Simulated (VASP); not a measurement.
# Ba: single point with PBEsol

Crystal: Ba.

```
CELL_PARAMETERS angstrom
1.87680 -3.50400 0.00000
1.87680 3.50400 0.00000
0.00000 0.00000 5.24400
ATOMIC_POSITIONS crystal
Ba 0.00000 0.00000 0.00000
```

This cell differs from its parent crystal: strain -0.040 along x and y, -0.080 along z.

```json
{
  "Program": "VASP 6.6.1",
  "Task": "single point",
  "Functional": "PBEsol",
  "Potentials or basis": "VASP PAW PBE potentials, release 64 (Ba_sv)",
  "Cutoff": "500 eV",
  "k mesh": "14 × 14 × 8",
  "Occupations": "gaussian, width 0.15 eV",
  "Spin": "no spin polarisation"
}
```

The pressure is 0.5 GPa. The band gap on the k mesh is zero (bands 5 and 6 overlap by 1.46 eV).

Stress tensor (GPa, compression positive):
```
 3.32  0.00  0.00
 0.00  1.49  0.00
 0.00  0.00 -3.21
```

Levels at points of the mesh, in eV from the Fermi level:
```
           k point  band 1  band 2  band 3  band 4  band 5  band 6  band 7  band 8  band 9  band 10
(0.00, 0.00, 0.00)  -28.94  -14.14  -13.58  -13.45   -2.40   -0.07    1.59    2.68    4.02     4.59
(0.50, 0.00, 0.00)  -28.78  -14.73  -13.93  -13.83   -0.86    0.76    1.50    2.08    3.70     6.24
(0.50, 0.50, 0.00)  -28.83  -14.60  -13.98  -13.64   -0.79    0.77    1.17    1.70    4.25     6.28
(0.00, 0.00, 0.50)  -28.94  -14.19  -13.57  -13.45   -1.60   -0.03    1.64    2.73    2.77     4.25
(0.50, 0.00, 0.50)  -28.78  -14.73  -13.97  -13.83   -0.67   -0.33    3.19    3.25    3.93     4.04
(0.50, 0.50, 0.50)  -28.83  -14.59  -14.03  -13.64   -0.58   -0.41    2.95    3.42    3.81     3.82
```

Run time: 2.4 min on 1 thread of Intel Xeon 8259CL (shared host), peak memory 0.33 GiB.

Caveat: the cell differs from its parent crystal (strain -0.040 along x and y, -0.080 along z); the stress differs along the axes, from -3 to 3 GPa; the PAW data sets were made with another functional, which shifts forces and pressure a little; spin-orbit coupling is left out, which moves the levels of the heavy elements.
